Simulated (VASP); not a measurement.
**CaO: single point with PBE**

CaO:

```xyz
2
Lattice="0.0000 2.4036 2.4036 2.4036 0.0000 2.4036 2.4036 2.4036 0.0000" Properties=species:S:1:pos:R:3 pbc="T T T"
Ca    0.0000    0.0000    0.0000
O     2.4036    2.4036    2.4036
```

```yaml
Program: VASP 6.6.1
Task: single point
Functional: PBE
Potentials_or_basis: VASP PAW PBE potentials, release 64 (Ca_sv, O)
Cutoff: 520 eV
k_mesh: 10 × 10 × 10
Occupations: gaussian, width 0.014 eV
Spin: no spin polarisation
Dipole_correction: no
Further_INCAR_settings: ALGO = Normal; EDIFF = 1e-06; NBANDS = 15
```

```json
{"Pressure": "2.2 GPa", "Band gap on the k mesh": "3.64 eV, indirect (least direct gap 4.01 eV)"}
```

Levels at points of the mesh, in eV from the valence-band top:
```
           k point  band 4  band 5  band 6  band 7  band 8  band 9  band 10  band 11  band 12  band 13
(0.00, 0.00, 0.00)  -18.40  -15.53    0.00    0.00    0.00    4.71     6.22     6.22     6.22     7.73
(0.50, 0.00, 0.00)  -18.46  -14.34   -2.64   -1.20   -1.20    7.05     8.35     8.35     8.50    10.42
(0.50, 0.50, 0.00)  -18.63  -15.29   -1.30   -0.37   -0.37    3.64     8.04     8.89     9.53     9.53
```

Wall time 9.9 s on 1 thread of Intel(R) Xeon(R) 6975P-C (Granite Rapids), on a shared host, peak memory 0.16 GiB.

A k mesh can miss the band edges.
